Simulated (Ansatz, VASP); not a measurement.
**Te in VASP and in Ansatz**

```
Te
1.0
     2.25039    1.29926    1.72980
    -2.25039    1.29926    1.72980
     0.00000   -2.59853    1.72980
Te
1
Direct
  0.50000 0.50000 0.50000
```

Alike in both runs: task single point; functional PBEsol; k mesh 15 × 15 × 15; occupations gaussian, width 0.15 eV; no spin polarisation.

|  | VASP | Ansatz |
| --- | --- | --- |
| version | VASP 6.6.1 | Ansatz 0.2.0 |
| potentials or method | VASP PAW PBE potentials, release 64 (Te), cutoff 520 eV | scalar-relativistic, plane waves, PAW |
| valence electrons in the cell | 6 | 16 |

|  | VASP | Ansatz | Ansatz less VASP |
| --- | --- | --- | --- |
| gap on the k mesh at the Fermi level (eV) | none | none | - |
| pressure (GPa) | 1.6 | 1.6 | -0.06 |
| traceless stress, the component that is largest in VASP (GPa) | -0.06 | -0.05 | +0.010 |

VASP's potentials were made for PBE, not for PBEsol. A gap of «none» marks a metal or a gap that the smearing closes. The functional is the same, so the differences come from potentials, cutoffs and numerics. VASP's potentials hold 6 valence electrons a cell and Ansatz's 16, so a difference there can come from the potentials and not from the codes.

Neither program's run includes spin-orbit coupling.
